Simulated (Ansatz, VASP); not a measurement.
**KI: VASP beside Ansatz**

```
K I
1.0
     4.15701    0.00000    0.00000
     0.00000    4.15701    0.00000
     0.00000    0.00000    4.57271
K I
1 1
Cartesian
  0.0000 0.0000 0.0000
  2.0785 2.0785 2.2864
```

Alike in both runs: task single point; functional PBE; k mesh 6 × 6 × 6; occupations gaussian, width 0.05 eV; no spin polarisation.

|  | VASP | Ansatz |
| --- | --- | --- |
| version | VASP 6.6.1 | Ansatz 0.2.0 |
| potentials or method | VASP PAW PBE potentials, release 64 (K_sv, I), cutoff 520 eV | scalar-relativistic, plane waves, PAW |
| valence electrons in the cell | 16 | 26 |

Ansatz gave:

| Quantity | Value |
| --- | --- |
| gap on the k mesh at the Fermi level (eV) | 3.00 |
| least direct gap on the mesh (eV) | 3.33 |
| pressure (GPa) | 0.5 |
| traceless stress, the component that is largest in VASP (GPa) | -1.86 |

**Question.** Estimate VASP's values.

**Answer.** gap on the k mesh at the Fermi level (eV): 2.99; least direct gap on the mesh (eV): 3.32; pressure (GPa): 0.6; traceless stress, the component that is largest in VASP (GPa): -1.86.

With one functional, cell and mesh, what is left measures potentials, basis and numerics. VASP's potentials hold 16 valence electrons a cell and Ansatz's 26, so a difference there can come from the potentials and not from the codes.

Spin-orbit coupling is off throughout.
